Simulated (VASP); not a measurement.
# SrTiO3 (Pm-3m) in VASP: single point with r2SCAN

Aim: the single point of SrTiO3 with r2SCAN.

All numbers are computed with VASP 6.6.1; they aren't measurements. Logs are shortened: lines on timing, memory, paths and dates and some standing lists are left out, and cuts for length are marked.

## (1) The cell of the first run

The structure is cubic, space group Pm-3m (No. 221). Conventional cell: a = 3.936 Å, b = 3.936 Å, c = 3.936 Å, α = 90.00°, β = 90.00°, γ = 90.00°. Within 3.7 Å of Sr (site symmetry m-3m) lie 12 O at 2.78 Å and 8 Ti at 3.41 Å. Ti (site symmetry m-3m) has 6 O at 1.97 Å within 2.6 Å. O (site symmetry 4/mmm) has 2 Ti at 1.97 Å within 2.6 Å.

## (2) Single point, r2SCAN, collinear spin

File POSCAR:

```
SrTiO3
1.0
    3.9364041186      0.0000000000      0.0000000000
    0.0000000000      3.9364041186      0.0000000000
    0.0000000000      0.0000000000      3.9364041186
Sr Ti O
1 1 3
Direct
    0.5000000000      0.5000000000      0.5000000000
    0.0000000000      0.0000000000      0.0000000000
    0.5000000000      0.0000000000      0.0000000000
    0.0000000000      0.5000000000      0.0000000000
    0.0000000000      0.0000000000      0.5000000000
```

File INCAR.step1:

```
SYSTEM = SrTiO3
ALGO     = Normal         ! electronic algorithm
EDIFF    = 1E-4           ! SCF threshold, eV
ENCUT    = 520            ! plane-wave cutoff, eV
GGA      = PE             ! functional
ISMEAR   = 0              ! smearing method
ISPIN    = 2              ! spin polarisation
LASPH    = .True.         ! aspherical terms in the spheres
LCHARG   = .False.        ! write CHGCAR
LMAXMIX  = 4              ! l up to which the mixer works
LREAL    = .False.        ! projectors in reciprocal space
LWAVE    = .True.         ! write WAVECAR
MAGMOM   = 0 1 0 0 0      ! initial moments
NBANDS   = 32             ! bands
NELM     = 150            ! most SCF steps
PREC     = Accurate       ! precision mode
SIGMA    = 0.02           ! smearing width, eV
```

File INCAR.step2:

```
SYSTEM = SrTiO3
ALGO     = Normal         ! electronic algorithm
EDIFF    = 1E-6           ! SCF threshold, eV
ENCUT    = 520            ! plane-wave cutoff, eV
ISIF     = 2              ! what is computed and relaxed
ISMEAR   = 0              ! smearing method
ISPIN    = 2              ! spin polarisation
ISTART   = 1            
LASPH    = .True.         ! aspherical terms in the spheres
LCHARG   = .False.        ! write CHGCAR
LMAXMIX  = 4              ! l up to which the mixer works
LMIXTAU  = .True.       
LORBIT   = 11             ! projections on sites
LREAL    = .False.        ! projectors in reciprocal space
LWAVE    = .False.        ! write WAVECAR
MAGMOM   = 0 1 0 0 0      ! initial moments
METAGGA  = R2SCAN         ! meta-GGA
NBANDS   = 32             ! bands
NELM     = 150            ! most SCF steps
PREC     = Accurate       ! precision mode
SIGMA    = 0.02           ! smearing width, eV
```

File KPOINTS:

```
k-points
0
Gamma
  8 8 8
  0 0 0
```

Potentials or basis: VASP PAW PBE potentials, release 64 (Sr_sv, Ti_sv, O).

On the command line:

```console
$ cat potpaw_PBE.64/Sr_sv/POTCAR potpaw_PBE.64/Ti_sv/POTCAR potpaw_PBE.64/O/POTCAR > POTCAR
$ cp INCAR.step1 INCAR
$ mpirun -np 1 vasp_std > vasp.out
$ cp INCAR.step2 INCAR
$ mpirun -np 1 vasp_std > vasp.out
```

OUTCAR:

```text
SYSTEM = SrTiO3
   EDIFF = 1E-6
   ENCUT = 520
   ISIF = 2
   ISMEAR = 0
   ISPIN = 2
   ISTART = 1
   LASPH = .True.
   LORBIT = 11
   LREAL = .False.
   METAGGA = R2SCAN
   NELM = 150
   PREC = Accurate

 ion  position               nearest neighbor table
   1  0.500  0.500  0.500-   3 2.78   4 2.78   5 2.78   3 2.78   4 2.78   3 2.78   5 2.78   3 2.78
                             4 2.78   5 2.78   4 2.78   5 2.78   2 3.41   2 3.41   2 3.41   2 3.41
   2  0.000  0.000  0.000-   3 1.97   4 1.97   5 1.97   5 1.97   4 1.97   3 1.97   1 3.41   1 3.41
                             1 3.41   1 3.41   1 3.41   1 3.41   1 3.41   1 3.41
   3  0.500  0.000  0.000-   2 1.97   2 1.97   1 2.78   1 2.78   1 2.78   1 2.78
   4  0.000  0.500  0.000-   2 1.97   2 1.97   1 2.78   1 2.78   1 2.78   1 2.78
   5  0.000  0.000  0.500-   2 1.97   2 1.97   1 2.78   1 2.78   1 2.78   1 2.78

  LATTYP: Found a simple cubic cell.
 ALAT       =     3.9364041186

  Lattice vectors:

 A1 = (   3.9364041186,   0.0000000000,   0.0000000000)
 A2 = (   0.0000000000,   3.9364041186,   0.0000000000)
 A3 = (   0.0000000000,   0.0000000000,   3.9364041186)

Analysis of symmetry for initial positions (statically):
=====================================================================
 Subroutine PRICEL returns:
 Original cell was already a primitive cell.

 Routine SETGRP: Setting up the symmetry group for a
 simple cubic supercell.

 Subroutine GETGRP returns: Found 48 space group operations
 (whereof 48 operations were pure point group operations)
 out of a pool of 48 trial point group operations.

The static configuration has the point symmetry O_h .

Analysis of symmetry for dynamics (positions and initial velocities):
=====================================================================
 Subroutine PRICEL returns:
 Original cell was already a primitive cell.

 Routine SETGRP: Setting up the symmetry group for a
 simple cubic supercell.

 Subroutine GETGRP returns: Found 48 space group operations
 (whereof 48 operations were pure point group operations)
 out of a pool of 48 trial point group operations.

The dynamic configuration has the point symmetry O_h .

Analysis of structural, dynamic, and magnetic symmetry:
=====================================================================
 Subroutine PRICEL returns:
 Original cell was already a primitive cell.

 Routine SETGRP: Setting up the symmetry group for a
 simple cubic supercell.

 Subroutine GETGRP returns: Found 48 space group operations
 (whereof 48 operations were pure point group operations)
 out of a pool of 48 trial point group operations.

The overall configuration has the point symmetry O_h .

[... 133 lines left out ...]
   LEPSILON=     F    determine dielectric tensor
   LRPA    =     F    only Hartree local field effects (RPA)
 spin polarized calculation
 Gauss-broadening in eV      SIGMA  =   0.02
  energy-cutoff  :      520.00
  volume of cell :       61.00
 maximum number of plane-waves:      1671
 NGX is ok and might be reduce to    30
   NGX = 15   NGY = 15   NGZ = 15

 number of electron      39.9999990 magnetization      -0.0000000

 number of electron      39.9999990 magnetization       0.0000000

 Free energy of the ion-electron system (eV)
  ---------------------------------------------------
  ext. energy  EPLUGINS =         0.00000000
  ---------------------------------------------------
  free energy    TOTEN  =       -63.32142903 eV

  energy without entropy =      -63.32142903  energy(sigma->0) =      -63.32142903

 E-fermi :   3.7779     XC(G=0): -11.7975

 val. band max:        3.6542692265   @ k =   0.5000   0.5000   0.5000
 cond. band min:       5.8769858488   @ k =   0.0000   0.0000   0.0000
 fundamental gap:      2.2227166223
 Fermi energy:         3.7778910901

 spin component 1

 k-point     1 :       0.0000    0.0000    0.0000
  band No.  band energies     occupation
      1     -55.1285      1.00000
      2     -30.3090      1.00000
      3     -30.3090      1.00000
      4     -30.3090      1.00000
      5     -30.2918      1.00000
      6     -14.6771      1.00000
[... 829 lines left out ...]
     31      15.8965      0.00000
     32      16.6681      0.00000

 [... further k-points ...]

 spin component 2

 k-point     1 :       0.0000    0.0000    0.0000
  band No.  band energies     occupation
      1     -55.1285      1.00000
      2     -30.3090      1.00000
      3     -30.3090      1.00000
      4     -30.3090      1.00000
      5     -30.2918      1.00000
      6     -14.6771      1.00000
[... 829 lines left out ...]
     31      15.8965      0.00000
     32      16.6681      0.00000

 [... further k-points ...]
[... 5 lines left out ...]
  --------------------------------------------------------------------------------------
  -------------------------------------------------------------------------------------
  Total       -1.2211719     -1.2211719     -1.2211719      0.0000000      0.0000000      0.0000000
  in kB      -32.0766025    -32.0766025    -32.0766025      0.0000000      0.0000000      0.0000000
  external PRESSURE =     -32.0766025 kB  Pullay stress =       0.0000000 kB

 VOLUME and BASIS-vectors are now :
 -----------------------------------------------------------------------------
  energy-cutoff  :      520.00
  volume of cell :       61.00
      direct lattice vectors                 reciprocal lattice vectors
     3.936404119  0.000000000  0.000000000     0.254038958  0.000000000  0.000000000
     0.000000000  3.936404119  0.000000000     0.000000000  0.254038958  0.000000000
     0.000000000  0.000000000  3.936404119     0.000000000  0.000000000  0.254038958

 POSITION                                       TOTAL-FORCE (eV/Angst)
 -----------------------------------------------------------------------------------
      1.96820      1.96820      1.96820         0.000000      0.000000      0.000000
      0.00000      0.00000      0.00000         0.000000      0.000000      0.000000
      1.96820      0.00000      0.00000         0.000000      0.000000      0.000000
      0.00000      1.96820      0.00000         0.000000      0.000000      0.000000
      0.00000      0.00000      1.96820         0.000000      0.000000      0.000000
 -----------------------------------------------------------------------------------
    total drift:                                0.000000     -0.000000      0.000000

  FREE ENERGIE OF THE ION-ELECTRON SYSTEM (eV)
  ---------------------------------------------------
  free  energy   TOTEN  =       -63.3214290262 eV

  energy  without entropy=      -63.3214290262  energy(sigma->0) =      -63.32142903

 total charge

# of ion       s       p       d       tot
------------------------------------------
    1        1.997   5.880   0.177   8.053
    2        2.219   6.302   1.662  10.183
    3        1.567   3.511   0.000   5.078
    4        1.567   3.511   0.000   5.078
    5        1.567   3.511   0.000   5.078
--------------------------------------------------
tot          8.917  22.716   1.839  33.472

 magnetization (x)

# of ion       s       p       d       tot
------------------------------------------
    1       -0.000  -0.000  -0.000  -0.000
    2        0.000   0.000  -0.000   0.000
    3       -0.000  -0.000   0.000  -0.000
    4       -0.000  -0.000   0.000  -0.000
    5       -0.000  -0.000   0.000  -0.000
--------------------------------------------------
tot          0.000  -0.000  -0.000   0.000
```

OSZICAR.step1:

```text
N       E                     dE             d eps       ncg     rms          rms(c)
DAV:   1     0.396035852579E+03    0.39604E+03   -0.19915E+04  4480   0.133E+03
DAV:   2    -0.120833198034E+02   -0.40812E+03   -0.38414E+03  5064   0.388E+02
DAV:   3    -0.483085931454E+02   -0.36225E+02   -0.35778E+02  5752   0.116E+02
DAV:   4    -0.502854885258E+02   -0.19769E+01   -0.19721E+01  6792   0.222E+01
DAV:   5    -0.503177861972E+02   -0.32298E-01   -0.32296E-01  5768   0.262E+00    0.270E+01
DAV:   6    -0.404432287372E+02    0.98746E+01   -0.34408E+01  5800   0.560E+01    0.145E+01
DAV:   7    -0.402181693210E+02    0.22506E+00   -0.57142E+00  5288   0.195E+01    0.108E+01
DAV:   8    -0.401743266107E+02    0.43843E-01   -0.11818E+00  5232   0.111E+01    0.321E+00
DAV:   9    -0.401286232030E+02    0.45703E-01   -0.25087E-01  6024   0.394E+00    0.185E+00
DAV:  10    -0.401068882820E+02    0.21735E-01   -0.29735E-02  5736   0.163E+00    0.768E-01
DAV:  11    -0.401031436477E+02    0.37446E-02   -0.15489E-02  5488   0.130E+00    0.210E-01
DAV:  12    -0.401032210033E+02   -0.77356E-04   -0.13939E-03  5128   0.260E-01    0.115E-01
DAV:  13    -0.401032347681E+02   -0.13765E-04   -0.13280E-04  4000   0.127E-01
   1 F= -.40103235E+02 E0= -.40103235E+02  d E =-.619400E-22  mag=     0.0003
```

Run time: 8.2 min. Hardware: 1 thread of Intel Xeon 8259CL, shared host; peak memory 0.27 GiB.

What came out:

```yaml
Free_energy: -63.3214 eV
Pressure: -3.2 GPa
Band_gap_on_the_k_mesh: 2.22 eV (least direct gap 2.62 eV)
Net_moment: 0.00 μB per cell
Valence_electrons_inside_the_program's_atomic_spheres: Sr 8.05; Ti 10.18; O 5.08
```

Caveat: the cell stands under tension; the PAW data sets were made with another functional, which shifts forces and pressure a little. A k mesh can miss the band edges.
